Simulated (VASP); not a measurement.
Set up this calculation in VASP 6.6.1, as the native input.

```
Task                   : single point
Functional             : r2SCAN
Potentials or basis    : VASP PAW PBE potentials, release 64 (Ir)
Cutoff                 : 520 eV
k mesh                 : 5 × 5 × 5
Occupations            : fermi-dirac, width 0.1 eV
Spin                   : no spin polarisation
Dipole correction      : no
Further INCAR settings : ALGO = Normal; EDIFF = 1e-07; NBANDS = 46
```

The system is Ir.

```xyz
8
Lattice="4.9090 0.0000 0.0000 0.0000 4.9090 0.0000 0.0000 0.0000 4.9090" Properties=species:S:1:pos:R:3 pbc="T T T"
Ir    0.0000    4.9090    0.0000
Ir    2.4545    2.4545    2.4545
Ir    1.2273    0.0000    2.4545
Ir    3.6818    0.0000    2.4545
Ir    2.4545    1.2273    0.0000
Ir    2.4545    3.6818    0.0000
Ir    4.9090    2.4545    1.2273
Ir    0.0000    2.4545    3.6818
```

One way to write it, as run:

POSCAR

```
Ir
1.0
    4.9090416321      0.0000000000      0.0000000000
    0.0000000000      4.9090416321      0.0000000000
    0.0000000000      0.0000000000      4.9090416321
Ir
8
Direct
    0.0000000000      1.0000000000      0.0000000000
    0.5000000000      0.5000000000      0.5000000000
    0.2500000000      0.0000000000      0.5000000000
    0.7500000000      0.0000000000      0.5000000000
    0.5000000000      0.2500000000      0.0000000000
    0.5000000000      0.7500000000      0.0000000000
    1.0000000000      0.5000000000      0.2500000000
    0.0000000000      0.5000000000      0.7500000000
```

INCAR.step1

```
PREC = Accurate ; ENCUT = 520
ISMEAR = -1 ; SIGMA = 0.1
LREAL = False ; LASPH = True
NELM = 60 ; NBANDS = 46
GGA = PE ; ALGO = Normal
EDIFF = 1E-4 ; LWAVE = True
LCHARG = False
```

INCAR.step2

```
PREC = Accurate ; ENCUT = 520
EDIFF = 1E-7 ; ISMEAR = -1
SIGMA = 0.1 ; LREAL = False
LASPH = True ; NELM = 60
ALGO = Normal ; ISIF = 2
LWAVE = False ; LCHARG = True
METAGGA = R2SCAN ; LMIXTAU = True
LELF = True ; LVHAR = True
NBANDS = 46 ; ISTART = 1
```

KPOINTS

```
regular mesh
0
Gamma
  5 5 5
```

Potentials or basis: VASP PAW PBE potentials, release 64 (Ir).

Run with:

```console
$ cat potpaw_PBE.64/Ir/POTCAR > POTCAR
$ cp INCAR.step1 INCAR
$ mpirun -np 1 vasp_std > vasp.out
$ cp INCAR.step2 INCAR
$ mpirun -np 1 vasp_std > vasp.out
```

It gave:

| Item | Value |
| --- | --- |
| Pressure | 2.4 GPa |
| Band gap on the k mesh | zero (band 36 reaches 10.00 eV, above the bottom of band 37 at 9.48 eV) |

Caveat: the PAW data sets were made with another functional, which shifts forces and pressure a little; spin-orbit coupling is left out, which moves the levels of the heavy elements.

Wall time 110 s on 1 thread of Intel(R) Xeon(R) 6975P-C (Granite Rapids) (shared host), peak memory 0.26 GiB.
